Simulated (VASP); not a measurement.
# CoO (Fm-3m) in VASP: notebook, part 3 of 3

VASP 6.6.1.

## 6. Relaxation of cell and atoms, revPBE+D4, collinear spin, ferromagnetic start

This run uses another cell than the first one, of 9.68 Å³/atom.

The input, INCAR:

```
ALGO     = Normal         # electronic algorithm
EDIFF    = 1E-6           # SCF threshold, eV
EDIFFG   = -0.01          # ionic threshold
ENCUT    = 600            # plane-wave cutoff, eV
GGA      = RE             # functional
IBRION   = 2              # ionic algorithm
ISIF     = 3              # what is computed and relaxed
ISMEAR   = -1             # smearing method
ISPIN    = 2              # spin polarisation
IVDW     = 13             # dispersion correction
LASPH    = True           # aspherical terms in the spheres
LCHARG   = False          # write CHGCAR
LMAXMIX  = 4              # l up to which the mixer works
LORBIT   = 11             # projections on sites
LREAL    = False          # projectors in reciprocal space
LWAVE    = False          # write WAVECAR
MAGMOM   = 2 0            # initial moments
NELM     = 150            # most SCF steps
NSW      = 80             # ionic steps
PREC     = Accurate       # precision mode
SIGMA    = 0.05           # smearing width, eV
```

The input, KPOINTS:

```
k-points
0
Gamma
  11 11 11
```

The input, POSCAR:

```
CoO
1.0
    0.0000000000      2.1315000000      2.1315000000
    2.1315000000      0.0000000000      2.1315000000
    2.1315000000      2.1315000000      0.0000000000
Co O
1 1
Direct
    0.0000000000      0.0000000000      0.0000000000
    0.5000000000      0.5000000000      0.5000000000
```

Potentials or basis: VASP PAW PBE potentials, release 64 (Co, O).

Launch:

```bash
$ cat potpaw_PBE.64/Co/POTCAR potpaw_PBE.64/O/POTCAR > POTCAR
$ mpirun -np 1 vasp_std > vasp.out
```

OUTCAR:

```text
EDIFF = 1E-6
   EDIFFG = -0.01
   ENCUT = 600
   GGA = RE
   IBRION = 2
   ISIF = 3
   ISMEAR = -1
   ISPIN = 2
   IVDW = 13
   LASPH = True
   LORBIT = 11
   LREAL = False
   NELM = 150
   NSW = 80
   PREC = Accurate

 ion  position               nearest neighbor table
   1  0.000  0.000  0.000-   2 2.13   2 2.13   2 2.13   2 2.13   2 2.13   2 2.13
   2  0.500  0.500  0.500-   1 2.13   1 2.13   1 2.13   1 2.13   1 2.13   1 2.13

  LATTYP: Found a face centered cubic cell.
 ALAT       =     4.2630000000

  Lattice vectors:

 A1 = (   0.0000000000,   2.1315000000,   2.1315000000)
 A2 = (   2.1315000000,   0.0000000000,   2.1315000000)
 A3 = (   2.1315000000,   2.1315000000,   0.0000000000)

Analysis of symmetry for initial positions (statically):
=====================================================================
 Subroutine PRICEL returns:
 Original cell was already a primitive cell.

 Routine SETGRP: Setting up the symmetry group for a
 face centered cubic supercell.

 Subroutine GETGRP returns: Found 48 space group operations
 (whereof 48 operations were pure point group operations)
 out of a pool of 48 trial point group operations.

The static configuration has the point symmetry O_h .

Analysis of symmetry for dynamics (positions and initial velocities):
=====================================================================
 Subroutine PRICEL returns:
 Original cell was already a primitive cell.

 Routine SETGRP: Setting up the symmetry group for a
[... 256 lines left out ...]
  energy without entropy =      -12.29040473  energy(sigma->0) =      -12.30745743

 E-fermi :   8.3824     XC(G=0): -12.4303

 val. band max:        8.3786392663   @ k =  -0.1818   0.2727   0.0909
 cond. band min:       8.3833738074   @ k =  -0.3636   0.1818   0.0000
 fundamental gap:      0.0047345411
 Fermi energy:         8.3824490989

 spin component 1

 k-point     1 :       0.0000    0.0000    0.0000
  band No.  band energies     occupation
      1     -12.0960      1.00000
      2       5.0966      1.00000
      3       5.0966      1.00000
      4       5.1658      1.00000
      5       5.1658      1.00000
      6       5.1658      1.00000
      7       5.2855      1.00000
      8       5.2855      1.00000
      9       5.2855      1.00000
     10       9.5634      0.00000
     11      25.3905      0.00000
     12      26.7668      0.00000
[... 333 lines left out ...]
      1     -11.3270      1.00000
      2       1.6039      1.00000
      3       2.6669      1.00000
      4       3.2934      1.00000
      5       5.6279      1.00000
      6       5.6526      1.00000
      7       6.4317      1.00000
      8       6.4391      1.00000
      9       8.1453      0.99137
     10      13.2430      0.00000
     11      20.1253      0.00000
     12      21.3040      0.00000

 [... further k-points ...]

 spin component 2

 k-point     1 :       0.0000    0.0000    0.0000
  band No.  band energies     occupation
      1     -11.6165      1.00000
      2       5.7091      1.00000
      3       5.7091      1.00000
      4       5.7091      1.00000
      5       7.2346      1.00000
      6       7.2347      1.00000
      7       7.2348      1.00000
      8       8.4808      0.12273
      9       8.4810      0.12226
     10      10.0831      0.00000
     11      25.2433      0.00000
     12      27.2226      0.00000
[... 378 lines left out ...]
  FREE ENERGIE OF THE ION-ELECTRON SYSTEM (eV)
  ---------------------------------------------------
  free  energy   TOTEN  =       -13.4087501059 eV

  energy  without entropy=      -13.3746447060  energy(sigma->0) =      -13.39169741

 reached required accuracy - stopping structural energy minimisation

 total charge

# of ion       s       p       d       tot
------------------------------------------
    1        0.300   0.372   7.161   7.834
    2        1.557   3.445   0.000   5.001
--------------------------------------------------
tot          1.857   3.817   7.161  12.835

 magnetization (x)

# of ion       s       p       d       tot
------------------------------------------
    1        0.021   0.018   2.489   2.528
    2        0.029   0.255   0.000   0.284
--------------------------------------------------
tot          0.050   0.272   2.489   2.811
```

CONTCAR:

```text
CoO
   1.00000000000000
     0.0000000000000000    2.1114966185048818    2.1114966185048818
     2.1114966185048818   -0.0000000000000000    2.1114966185048818
     2.1114966185048818    2.1114966185048818   -0.0000000000000000
  Co              O
     1     1
Direct
     0.0000000000000000    0.0000000000000000    0.0000000000000000
     0.5000000000000000    0.5000000000000000    0.5000000000000000

  0.00000000E+00  0.00000000E+00  0.00000000E+00
  0.00000000E+00  0.00000000E+00  0.00000000E+00
```

Wall time 40 s (1 thread of AMD EPYC 9R45 (Zen 5), shared host); peak memory 0.14 GiB.

Results:

* Free energy: -13.4088 eV
* Relaxed volume: 9.41 Å³/atom
* Relaxed cell: a = 2.986 Å, b = 2.986 Å, c = 2.986 Å, α = 60.00°, β = 60.00°, γ = 60.00°
* Space group after relaxing (to 0.1 Å): Fm-3m (No. 225)
* Energy gained by relaxing: 3.9 meV/atom
* Ionic steps: 3
* Pressure after relaxing: 0.1 GPa
* Net moment: 2.86 μB per cell
* Site moments: Co +2.53; O +0.28 μB
* Valence electrons inside the program's atomic spheres: Co 7.83; O 5.00
* Dispersion energy per atom: -0.542 eV

Step by step:
```
step  energy change (eV)  largest force (eV/Å)  pressure (GPa)  volume (Å³)
   1              0.0000                0.0000           -4.45        19.37
   2             -0.0065                0.0000            1.91        18.62
   3             -0.0078                0.0000            0.06        18.83
```

Final structure:
```
Co O
1.0
     0.00000    2.11150    2.11150
     2.11150    0.00000    2.11150
     2.11150    2.11150    0.00000
Co O
1 1
Direct
  0.00000 0.00000 0.00000
  0.50000 0.50000 0.50000
```

Caveat: the PAW data sets were made with another functional, which shifts forces and pressure a little; a cell with one magnetic atom can't hold antiferromagnetic order, which such compounds often take; semilocal functionals often make such compounds metallic where correlation or magnetic order opens a gap, which also shifts bond lengths.

## 7. Summary

| task | level | cell | cutoff (eV) | smearing | gap on the mesh (eV) | pressure (GPa) | moment (μB) |
| --- | --- | --- | --- | --- | --- | --- | --- |
| single point | revPBE+D4 | a = 2.990 Å, angles 60.0°, 2 atoms | 520 | fermi-dirac 0.05 eV | none | -0.4 | 2.87 |
| single point | RPBE+D4 | a = 2.998 Å, angles 60.0°, 2 atoms | 520 | fermi-dirac 0.05 eV | none | -0.4 | 2.89 |
| single point | PBE | a = 3.003 Å, angles 60.0°, 2 atoms | 520 | fermi-dirac 0.05 eV | none | -0.4 | 2.87 |
| single point | PBE | a = 3.014 Å, angles 60.0°, 2 atoms | 520 | gaussian 0.023 eV | none | -2.4 | 2.93 |
| relaxation of cell and atoms | revPBE+D4 | relaxed from a = 3.014 Å, angles 60.0°, 2 atoms | 600 | fermi-dirac 0.05 eV | none | 0.1 | 2.86 |

Alike in all rows: potentials or basis VASP PAW PBE potentials, release 64 (Co, O); spin collinear, ferromagnetic start; k mesh 11 × 11 × 11.

Caveats: a cell with one magnetic atom can't hold antiferromagnetic order, which such compounds often take; semilocal functionals often make such compounds metallic where correlation or magnetic order opens a gap, which also shifts bond lengths; the PAW data sets were made with another functional, which shifts forces and pressure a little (at least some runs).

Absolute energies hang on the potentials; compare differences alone.
